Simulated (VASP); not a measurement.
Here is a VASP 6.6.1 calculation.

File INCAR:

```
ALGO = Normal
EDIFF = 1E-6
ENCUT = 520
GGA = CA
ISIF = 2
ISMEAR = 0
LASPH = True
LCHARG = False
LREAL = False
LWAVE = False
NBANDS = 16
NELM = 80
PREC = Accurate
SIGMA = 0.1
```

Contents of KPOINTS:

```
k-points
0
Gamma
  10 10 10
```

The input POSCAR:

```
HgTe
1.0
   -3.0456030000      3.0456030000      1.5594100000
    3.0456030000     -3.0456030000      1.5594100000
    3.0456030000      3.0456030000     -1.5594100000
Hg Te
1 1
Direct
    0.7500000000      0.2500000000      0.5000000000
    0.0000000000      0.0000000000      0.0000000000
```

Potentials or basis: VASP PAW LDA potentials, release 64 (Hg, Te).

Command:

```console
$ cat potpaw_LDA.64/Hg/POTCAR potpaw_LDA.64/Te/POTCAR > POTCAR
$ mpirun -np 1 vasp_std > vasp.out
```

Task: Predict the band gap on the k mesh.

Result: Zero (band 9 reaches 5.69 eV, above the bottom of band 10 at 2.32 eV).

Task: Estimate the pressure.

Result: -4.7 GPa.

Stress tensor (GPa, compression positive):
```
-6.06  0.00  0.00
 0.00 -6.06  0.00
 0.00  0.00 -1.92
```

Caveat: spin-orbit coupling is left out, which moves the levels of the heavy elements.
